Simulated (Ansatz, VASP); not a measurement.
**TiC: VASP beside Ansatz**

```xyz
2
Lattice="0.0000 2.1657 2.1657 2.1657 0.0000 2.1657 2.1657 2.1657 0.0000" Properties=species:S:1:pos:R:3 pbc="T T T"
Ti    0.0000    0.0000    0.0000
C     2.1657    2.1657    2.1657
```

Alike in both runs: task relaxation of cell and atoms; functional PBEsol; k mesh 11 × 11 × 11; occupations fermi-dirac, width 0.05 eV; no spin polarisation.

```csv
,VASP,Ansatz
version,VASP 6.6.1,Ansatz 0.2.0
potentials or method,"VASP PAW PBE potentials, release 64 (Ti_sv, C)",Ansatz PAW
plane-wave cutoff (eV),600,420
valence electrons in the cell,16,16
```

|  | VASP | Ansatz | Ansatz less VASP |
| --- | --- | --- | --- |
| relaxed volume (Å³/atom) | 9.90 | 9.89 | -0.007 |
| relaxed cell length with the largest relative difference (Å) | 3.037 | 3.036 | -0.0007 |

VASP's potentials were made for PBE, not for PBEsol.

Noted on Ansatz's run: the plane-wave basis is chosen anew once the cell has moved, so the energies of steps on either side of that aren't comparable.
